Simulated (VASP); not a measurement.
Here is a VASP 6.6.1 calculation.

Contents of INCAR:

```
SYSTEM = CoO
ALGO     = Normal         ! electronic algorithm
EDIFF    = 1E-6           ! SCF threshold, eV
ENCUT    = 700            ! plane-wave cutoff, eV
GGA      = PS             ! functional
GGA_COMPAT= .False.      
ISIF     = 2              ! what is computed and relaxed
ISMEAR   = 0              ! smearing method
ISPIN    = 2              ! spin polarisation
LASPH    = .True.         ! aspherical terms in the spheres
LCHARG   = .False.        ! write CHGCAR
LMAXMIX  = 4              ! l up to which the mixer works
LORBIT   = 11             ! projections on sites
LREAL    = .False.        ! projectors in reciprocal space
LWAVE    = .False.        ! write WAVECAR
MAGMOM   = 2 0            ! initial moments
NBANDS   = 22             ! bands
NELM     = 200            ! most SCF steps
PREC     = Accurate       ! precision mode
SIGMA    = 0.05           ! smearing width, eV
```

The input KPOINTS:

```
k-points
0
Gamma
  9 9 9
  0 0 0
```

File POSCAR:

```
CoO
1.0
    0.0000000000      2.1315000000      2.1315000000
    2.1315000000      0.0000000000      2.1315000000
    2.1315000000      2.1315000000      0.0000000000
Co O
1 1
Direct
    0.0000000000      0.0000000000      0.0000000000
    0.5000000000      0.5000000000      0.5000000000
```

Potentials or basis: VASP PAW PBE potentials, release 64 (Co_sv, O).

The run is started by

```sh
$ cat potpaw_PBE.64/Co_sv/POTCAR potpaw_PBE.64/O/POTCAR > POTCAR
$ mpirun -np 1 vasp_std > vasp.out
```

Predict the band gap on the k mesh.

zero (filled and empty bands overlap).

What does it give for the site moments?

Co +2.55; O +0.33 μB.

Caveat: the cell stands under tension; a cell with one magnetic atom can't hold antiferromagnetic order, which such compounds often take; semilocal functionals often make such compounds metallic where correlation or magnetic order opens a gap, which also shifts bond lengths. With open d or f shells a metallic result of PBEsol can be an artefact of self-interaction; +U or a hybrid may open a gap.
